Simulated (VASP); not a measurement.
# PbSe (Pm-3m) in VASP: settings compared

Aim: see how the results for PbSe move with the level of theory and the settings. Levels: PBEsol-based screened hybrid with 25 % exact exchange, HSE06. Tasks: single point.

Program: VASP 6.6.1. These are calculated values, not measurements. Logs are shortened: lines on timing, memory, paths and dates and some standing lists are left out, and cuts for length are marked.

**1. The cell of the first run**

The structure is cubic, space group Pm-3m (No. 221). Conventional cell: a = 3.705 Å, b = 3.705 Å, c = 3.705 Å, α = 90.00°, β = 90.00°, γ = 90.00°. Within 4.2 Å of Pb (site symmetry m-3m) lie 8 Se at 3.21 Å and 6 Pb at 3.71 Å. Se (site symmetry m-3m) has 8 Pb at 3.21 Å and 6 Se at 3.71 Å within 4.2 Å.

**2. Single point, PBEsol-based screened hybrid with 25 % exact exchange**

POSCAR reads:

```
PbSe
1.0
    3.7054819248      0.0000000000      0.0000000000
    0.0000000000      3.7054819248      0.0000000000
    0.0000000000      0.0000000000      3.7054819248
Pb Se
1 1
Direct
    0.0000000000      0.0000000000      0.0000000000
    0.5000000000      0.5000000000      0.5000000000
```

INCAR.step1 reads:

```
SYSTEM = PbSe
ALGO     = Normal         ! electronic algorithm
EDIFF    = 1E-5           ! SCF threshold, eV
ENCUT    = 520            ! plane-wave cutoff, eV
GGA      = PE             ! functional
ISIF     = 2              ! what is computed and relaxed
ISMEAR   = -1             ! smearing method
LASPH    = .True.         ! aspherical terms in the spheres
LREAL    = .False.        ! projectors in reciprocal space
LWAVE    = .True.         ! write WAVECAR
NBANDS   = 17             ! bands
NELM     = 80             ! most SCF steps
PREC     = Accurate       ! precision mode
SIGMA    = 0.05           ! smearing width, eV
```

INCAR.step2 reads:

```
SYSTEM = PbSe
AEXX     = 0.25           ! exact-exchange fraction
ALGO     = Normal         ! electronic algorithm
EDIFF    = 1E-7           ! SCF threshold, eV
ENCUT    = 520            ! plane-wave cutoff, eV
GGA      = PS             ! functional
HFSCREEN = 0.207          ! screening, 1/A
ISIF     = 2              ! what is computed and relaxed
ISMEAR   = -1             ! smearing method
ISTART   = 1            
LASPH    = .True.         ! aspherical terms in the spheres
LCHARG   = .True.         ! write CHGCAR
LELF     = .True.         ! ELF
LHFCALC  = .True.         ! exact exchange
LREAL    = .False.        ! projectors in reciprocal space
LVHAR    = .True.       
LWAVE    = .False.        ! write WAVECAR
NBANDS   = 17             ! bands
NELM     = 80             ! most SCF steps
PREC     = Accurate       ! precision mode
PRECFOCK = Normal       
SIGMA    = 0.05           ! smearing width, eV
```

KPOINTS reads:

```
k-points
0
Gamma
  4 4 4
  0 0 0
```

Potentials or basis: VASP PAW PBE potentials, release 64 (Pb_d, Se).

The run is started by

```console
$ cat potpaw_PBE.64/Pb_d/POTCAR potpaw_PBE.64/Se/POTCAR > POTCAR
$ cp INCAR.step1 INCAR
$ mpirun -np 1 vasp_std > vasp.out
$ cp INCAR.step2 INCAR
$ mpirun -np 1 vasp_std > vasp.out
```

OUTCAR:

```text
SYSTEM = PbSe
   AEXX = 0.25
   EDIFF = 1E-7
   ENCUT = 520
   GGA = PS
   HFSCREEN = 0.207
   ISIF = 2
   ISMEAR = -1
   ISTART = 1
   LASPH = .True.
   LHFCALC = .True.
   LREAL = .False.
   NELM = 80
   PREC = Accurate
   PRECFOCK = Normal

 ion  position               nearest neighbor table
   1  0.000  0.000  0.000-   2 3.21   2 3.21   2 3.21   2 3.21   2 3.21   2 3.21   2 3.21   2 3.21

   2  0.500  0.500  0.500-   1 3.21   1 3.21   1 3.21   1 3.21   1 3.21   1 3.21   1 3.21   1 3.21

  LATTYP: Found a simple cubic cell.
 ALAT       =     3.7054819248

  Lattice vectors:

 A1 = (   3.7054819248,   0.0000000000,   0.0000000000)
 A2 = (   0.0000000000,   3.7054819248,   0.0000000000)
 A3 = (   0.0000000000,   0.0000000000,   3.7054819248)

Analysis of symmetry for initial positions (statically):
=====================================================================
 Subroutine PRICEL returns:
 Original cell was already a primitive cell.

 Routine SETGRP: Setting up the symmetry group for a
 simple cubic supercell.

 Subroutine GETGRP returns: Found 48 space group operations
 (whereof 48 operations were pure point group operations)
 out of a pool of 48 trial point group operations.

The static configuration has the point symmetry O_h .

Analysis of symmetry for dynamics (positions and initial velocities):
=====================================================================
 Subroutine PRICEL returns:
 Original cell was already a primitive cell.

 Routine SETGRP: Setting up the symmetry group for a
 simple cubic supercell.

 Subroutine GETGRP returns: Found 48 space group operations
 (whereof 48 operations were pure point group operations)
 out of a pool of 48 trial point group operations.

The dynamic configuration has the point symmetry O_h .

 Subroutine INISYM returns: Found 48 space group operations
 (whereof 48 operations are pure point group operations),
 and found     1 'primitive' translations

----------------------------------------------------------------------------------------

                                     Primitive cell

  volume of cell :      50.8785

  direct lattice vectors                    reciprocal lattice vectors
     3.705481925  0.000000000  0.000000000     0.269870430  0.000000000  0.000000000
     0.000000000  3.705481925  0.000000000     0.000000000  0.269870430  0.000000000
     0.000000000  0.000000000  3.705481925     0.000000000  0.000000000  0.269870430

  length of vectors
     3.705481925  3.705481925  3.705481925     0.269870430  0.269870430  0.269870430

  position of ions in fractional coordinates (direct lattice)
     0.000000000  0.000000000  0.000000000
     0.500000000  0.500000000  0.500000000

  ion indices of the primitive-cell ions
   primitive index   ion index
                 1           1
                 2           2

----------------------------------------------------------------------------------------

 KPOINTS: k-points

Automatic generation of k-mesh.
 Grid dimensions read from file:
 generate k-points for:    4    4    4

 Generating k-lattice:

  Cartesian coordinates                     Fractional coordinates (reciprocal lattice)
     0.067467607  0.000000000  0.000000000     0.250000000  0.000000000  0.000000000
     0.000000000  0.067467607  0.000000000     0.000000000  0.250000000  0.000000000
     0.000000000  0.000000000  0.067467607     0.000000000  0.000000000  0.250000000

  Length of vectors
     0.067467607  0.067467607  0.067467607

  Shift w.r.t. Gamma in fractional coordinates (k-lattice)
     0.000000000  0.000000000  0.000000000

 Subroutine IBZKPT returns following result:
 ===========================================

 Found     10 irreducible k-points:

 Following reciprocal coordinates:
            Coordinates               Weight
  0.000000  0.000000  0.000000      1.000000
  0.250000  0.000000  0.000000      6.000000
  0.500000  0.000000  0.000000      3.000000
  0.250000  0.250000  0.000000     12.000000
  0.500000  0.250000  0.000000     12.000000
  0.500000  0.500000  0.000000      3.000000
  0.250000  0.250000  0.250000      8.000000
  0.500000  0.250000  0.250000     12.000000
  0.500000  0.500000  0.250000      6.000000
  0.500000  0.500000  0.500000      1.000000
   k-points           NKPTS =     10   k-points in BZ     NKDIM =     64   number of bands    NBANDS=     17
   number of dos      NEDOS =    301   number of ions     NIONS =      2
   total plane-waves  NPLWV =  21952
   dimension x,y,z NGX =    28 NGY =   28 NGZ =   28
   dimension x,y,z NGXF=    56 NGYF=   56 NGZF=   56
   ions per type =               1   1
   NGX,Y,Z   is equivalent  to a cutoff of  12.56, 12.56, 12.56 a.u.
   NGXF,Y,Z  is equivalent  to a cutoff of  25.12, 25.12, 25.12 a.u.
 SYSTEM =  PbSe
   PREC   = accura    normal or accurate (medium, high low for compatibility)
   ISTART =      1    job   : 0-new  1-cont  2-samecut
   ICHARG =      0    charge: 1-file 2-atom 10-const
   ISPIN  =      1    spin polarized calculation?
   LNONCOLLINEAR =      F non collinear calculations
   LSORBIT =      F    spin-orbit coupling
   LASPH  =      T    aspherical Exc in radial PAW
   ENCUT  =  520.0 eV  38.22 Ry    6.18 a.u.   6.89  6.89  6.89*2*pi/ulx,y,z
   NELM   =     80;   NELMIN=  2; NELMDL=  0     # of ELM steps
   EDIFF  = 0.1E-06   stopping-criterion for ELM
   LREAL  =      F    real-space projection
   EDIFFG = 0.1E-05   stopping-criterion for IOM
   NSW    =      0    number of steps for IOM
   IBRION =     -1    ionic relax: 0-MD 1-quasi-New 2-CG
   NFREE  =      0    steps in history (QN), initial steepest desc. (CG)
   ISIF   =      2    stress and relaxation
   ISYM   =      3    0-nonsym 1-usesym 2-fastsym
   POTIM  = 0.5000    time-step for ionic-motion
   TEBEG  =    0.0;   TEEND  =   0.0 temperature during run
   PSTRESS=    0.0 pullay stress
   NELECT =      20.0000    total number of electrons
   NUPDOWN=      -1.0000    fix difference up-down
   EMIN   =  10.00;   EMAX   =-10.00  energy-range for DOS
   EFERMI =   0.00;   METHOD = LEGACY
   ISMEAR =    -1;   SIGMA  =   0.05  broadening in eV -4-tet -1-fermi 0-gaus
   EFERMI_NEDOS =   21; number of points for ismear=-14 and -15
   IALGO  =     38    algorithm
   IMIX   =      1    mixing-type and parameters
     AMIX     =   0.40;   BMIX     =  1.00
     AMIX_MAG =   1.60;   BMIX_MAG =  1.00
  volume/ion in A,a.u.               =      25.44       171.67
  Fermi-wavevector in a.u.,A,eV,Ry     =   1.199242  2.266239 19.567643  1.438181
  Thomas-Fermi vector in A             =   2.335110
   LORBIT       =      0    0 simple, 1 ext, 2 COOP (PROOUT), +10 PAW based schemes
   GGA     = PS    functional components
   LHFCALC =     T    Hartree Fock is set to
   PRECFOCK=normal    Normal, Fast or Accurate (Low or Medium for compatibility)
   ENCUT4O =  -1.0   cutoff for four orbital integrals eV
   NKREDX  =     1    reduce k-point grid by
   NKREDY  =     1    reduce k-point grid by
   NKREDZ  =     1    reduce k-point grid by
   AEXX    =    0.2500 exact exchange contribution
   HFSCREEN=    0.2070 screening length (either q_TF or 0.3 A-1)
   HFSCREENC=   0.2070 screening length for correlation (either q_TF or 0.3 A-1)
   ENCUTFOCK=  -1.0 apply spherical cutoff to Coloumb kernel
   IVDW    =     0    specifies the selected vdW correction
   LEPSILON=     F    determine dielectric tensor
   LRPA    =     F    only Hartree local field effects (RPA)
 non-spin polarized calculation
  energy-cutoff  :      520.00
  volume of cell :       50.88
 maximum number of plane-waves:      1406
 NGX is ok and might be reduce to    28
  NGX = 24; NGY = 24; NGZ = 24

 number of electron      19.9999999 magnetization

 Free energy of the ion-electron system (eV)
  ---------------------------------------------------
  ext. energy  EPLUGINS =         0.00000000
  ---------------------------------------------------
  free energy    TOTEN  =        -9.64773336 eV

  energy without entropy =       -9.63989198  energy(sigma->0) =       -9.64381267

 E-fermi :   5.5646     XC(G=0):  -8.5930

 val. band max:        5.5309214805   @ k =   0.5000   0.5000   0.0000
 cond. band min:       5.5841899460   @ k =   0.5000   0.0000   0.0000
 fundamental gap:      0.0532684655
 Fermi energy:         5.5646222066

 k-point     1 :       0.0000    0.0000    0.0000
  band No.  band energies     occupation
      1     -13.1252      2.00000
      2     -13.1252      2.00000
      3     -12.9462      2.00000
      4     -12.9462      2.00000
      5     -12.9462      2.00000
      6      -9.4221      2.00000
[... 9 lines left out ...]
     16      18.8132      0.00000
     17      19.7556      0.00000

 k-point     2 :       0.2500    0.0000    0.0000
  band No.  band energies     occupation
      1     -13.1205      2.00000
      2     -13.0536      2.00000
      3     -12.9750      2.00000
      4     -12.9750      2.00000
      5     -12.9436      2.00000
      6      -8.8833      2.00000
[... 9 lines left out ...]
     16      17.0228      0.00000
     17      19.1726      0.00000

 k-point     3 :       0.5000    0.0000    0.0000
  band No.  band energies     occupation
      1     -13.1159      2.00000
      2     -13.0037      2.00000
      3     -13.0037      2.00000
      4     -12.9830      2.00000
      5     -12.9410      2.00000
      6      -8.0640      2.00000
[... 9 lines left out ...]
     16      19.9004      0.00000
     17      20.5501      0.00000

 k-point     4 :       0.2500    0.2500    0.0000
  band No.  band energies     occupation
      1     -13.0843      2.00000
      2     -13.0228      2.00000
      3     -13.0106      2.00000
      4     -12.9726      2.00000
      5     -12.9680      2.00000
      6      -8.3732      2.00000
[... 9 lines left out ...]
     16      16.2134      0.00000
     17      16.7627      0.00000
[... 63 lines left out ...]
      1     -13.0623      2.00000
      2     -13.0366      2.00000
      3     -13.0031      2.00000
      4     -12.9986      2.00000
      5     -12.9293      2.00000
      6      -7.3714      2.00000
[... 9 lines left out ...]
     16      16.9780      0.00000
     17      19.7718      0.00000

 k-point     9 :       0.5000    0.5000    0.2500
  band No.  band energies     occupation
      1     -13.1001      2.00000
      2     -13.0307      2.00000
      3     -13.0307      2.00000
      4     -12.9648      2.00000
      5     -12.8844      2.00000
      6      -7.0425      2.00000
[... 9 lines left out ...]
     16      18.9109      0.00000
     17      20.8755      0.00000

 k-point    10 :       0.5000    0.5000    0.5000
  band No.  band energies     occupation
      1     -13.0705      2.00000
      2     -13.0705      2.00000
      3     -13.0705      2.00000
      4     -12.8825      2.00000
      5     -12.8825      2.00000
      6      -6.8880      2.00000
[... 9 lines left out ...]
     16      21.2596      0.00000
     17      24.7563      0.00000

------------------------ aborting loop because EDIFF is reached ----------------------------------------

  FORCE on cell =-STRESS in cart. coord.  units (eV):
  Direction    XX          YY          ZZ          XY          YZ          ZX
  --------------------------------------------------------------------------------------
  -------------------------------------------------------------------------------------
  Total       -0.0275572     -0.0275572     -0.0275572     -0.0000000     -0.0000000     -0.0000000
  in kB       -0.8677830     -0.8677830     -0.8677830     -0.0000000     -0.0000000     -0.0000000
  external PRESSURE =      -0.8677830 kB  Pullay stress =       0.0000000 kB

 VOLUME and BASIS-vectors are now :
 -----------------------------------------------------------------------------
  energy-cutoff  :      520.00
  volume of cell :       50.88
      direct lattice vectors                 reciprocal lattice vectors
     3.705481925  0.000000000  0.000000000     0.269870430  0.000000000  0.000000000
     0.000000000  3.705481925  0.000000000     0.000000000  0.269870430  0.000000000
     0.000000000  0.000000000  3.705481925     0.000000000  0.000000000  0.269870430

 POSITION                                       TOTAL-FORCE (eV/Angst)
 -----------------------------------------------------------------------------------
      0.00000      0.00000      0.00000         0.000000      0.000000      0.000000
      1.85274      1.85274      1.85274         0.000000      0.000000      0.000000
 -----------------------------------------------------------------------------------
    total drift:                               -0.000000     -0.000000     -0.000000

  FREE ENERGIE OF THE ION-ELECTRON SYSTEM (eV)
  ---------------------------------------------------
  free  energy   TOTEN  =        -9.6477333645 eV

  energy  without entropy=       -9.6398919832  energy(sigma->0) =       -9.64381267
```

Run time: 25 min. Hardware: 1 thread of Intel Xeon 8259CL, shared host; peak memory 0.29 GiB.

What came out:

```
Free energy            : -9.6477 eV
Pressure               : -0.1 GPa
Band gap on the k mesh : zero (bands 10 and 11 overlap by 0.57 eV)
```

Caveat: the k points lie up to 0.42 Å⁻¹ apart, too coarse for converged energies and pressures of a metal; the PAW data sets were made with another functional, which shifts forces and pressure a little; spin-orbit coupling is left out, which moves the levels of the heavy elements.

**3. Single point, HSE06**

This run uses another cell than the first one, of 27.10 Å³/atom.

POSCAR reads:

```
PbSe
1.0
    3.7843220000      0.0000000000      0.0000000000
    0.0000000000      3.7843220000      0.0000000000
    0.0000000000      0.0000000000      3.7843220000
Pb Se
1 1
Direct
    0.0000000000      0.0000000000      0.0000000000
    0.5000000000      0.5000000000      0.5000000000
```

INCAR.step1 reads:

```
  PREC = Accurate
  ENCUT = 520
  EDIFF = 1E-5
  ISMEAR = -1
  SIGMA = 0.05
  LREAL = F
  LASPH = T
  NELM = 80
  ALGO = Normal
  ISIF = 2
  LWAVE = T
  LCHARG = F
  NBANDS = 17
  GGA = PE
```

INCAR.step2 reads:

```
  PREC = Accurate
  ENCUT = 520
  EDIFF = 1E-7
  ISMEAR = -1
  SIGMA = 0.05
  LREAL = F
  LASPH = T
  NELM = 80
  ALGO = Normal
  ISIF = 2
  LWAVE = F
  LCHARG = F
  GGA = PE
  LHFCALC = T
  HFSCREEN = 0.2079
  PRECFOCK = Normal
  NBANDS = 17
  ISTART = 1
```

KPOINTS reads:

```
Automatic mesh
0
Gamma
  4 4 4
```

Potentials or basis: VASP PAW PBE potentials, release 64 (Pb_d, Se).

The run is started by

```console
$ cat potpaw_PBE.64/Pb_d/POTCAR potpaw_PBE.64/Se/POTCAR > POTCAR
$ cp INCAR.step1 INCAR
$ mpirun -np 1 vasp_std > vasp.out
$ cp INCAR.step2 INCAR
$ mpirun -np 1 vasp_std > vasp.out
```

It took 22 min on 1 thread of Intel Xeon 8259CL, shared host; peak memory 0.29 GiB.

The run converged. Its results:

| Quantity | Value |
| --- | --- |
| Free energy | -9.1035 eV |
| Pressure | -1.1 GPa |
| Band gap on the k mesh | zero (bands 10 and 11 overlap by 0.28 eV) |

Levels at points of the mesh, in eV from the Fermi level:
| k point | band 8 | band 9 | band 10 | band 11 | band 12 | band 13 |
| --- | --- | --- | --- | --- | --- | --- |
| (0.00, 0.00, 0.00) | -1.64 | -1.64 | -1.64 | 5.82 | 5.82 | 7.05 |
| (0.50, 0.00, 0.00) | -0.30 | -0.30 | -0.17 | 0.63 | 4.11 | 4.11 |
| (0.50, 0.50, 0.00) | -4.75 | -4.75 | 0.04 | 4.97 | 4.97 | 5.88 |
| (0.50, 0.50, 0.50) | -2.57 | -2.57 | -2.57 | -0.23 | -0.23 | -0.23 |

Caveat: the k points lie up to 0.42 Å⁻¹ apart; the PAW data sets were made with another functional, which shifts forces and pressure a little; spin-orbit coupling is left out, which moves the levels of the heavy elements.

The gap in the log of VASP goes by the Fermi energy; the results here count the filled bands.